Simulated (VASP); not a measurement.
Set up this calculation in VASP 6.6.1, as the native input.

| Quantity | Value |
| --- | --- |
| Task | single point |
| Functional | PBE |
| Potentials or basis | VASP PAW PBE potentials, release 64 (K_sv, Rh_pv) |
| Cutoff | 520 eV |
| k mesh | 3 × 3 × 4 |
| Occupations | gaussian, width 0.1 eV |
| Spin | no spin polarisation |
| Dipole correction | no |
| Further INCAR settings | ALGO = Fast; EDIFF = 1e-06; NBANDS = 52 |

The structure of K3Rh lies in POSCAR:

```
K3Rh
1.0
    7.8614825827      0.0000000000      0.0000000000
   -3.9307412914      6.8082436280      0.0000000000
    0.0000000000      0.0000000000      5.6187336464
K Rh
6 2
Direct
    0.8125961358      0.6251922715      0.2500000000
    0.1874038642      0.8125961358      0.7500000000
    0.3748077285      0.1874038642      0.2500000000
    0.1874038642      0.3748077285      0.7500000000
    0.8125961358      0.1874038642      0.2500000000
    0.6251922715      0.8125961358      0.7500000000
    0.3333333333      0.6666666667      0.2500000000
    0.6666666667      0.3333333333      0.7500000000
```

These files were run (other wordings do the same):

INCAR

```
SYSTEM = K3Rh
PREC = Accurate
ENCUT = 520
EDIFF = 1E-6
ISMEAR = 0
SIGMA = 0.1
LREAL = .FALSE.
LASPH = .TRUE.
NELM = 60
ALGO = Fast
ISIF = 2
LWAVE = .FALSE.
LCHARG = .FALSE.
GGA = PE
NBANDS = 52
```

KPOINTS

```
regular mesh
0
G
  3 3 4
  0 0 0
```

Potentials or basis: VASP PAW PBE potentials, release 64 (K_sv, Rh_pv).

The run is started by

```console
$ cat potpaw_PBE.64/K_sv/POTCAR potpaw_PBE.64/Rh_pv/POTCAR > POTCAR
$ mpirun -np 1 vasp_std > vasp.out
```

It gave:

| Item | Value |
| --- | --- |
| Pressure | 0.0 GPa |
| Band gap on the k mesh | zero (filled and empty bands touch) |

Run time: 8.7 min on 1 thread of Oxide Virtual Turin-like Processor (shared host), peak memory 0.41 GiB.
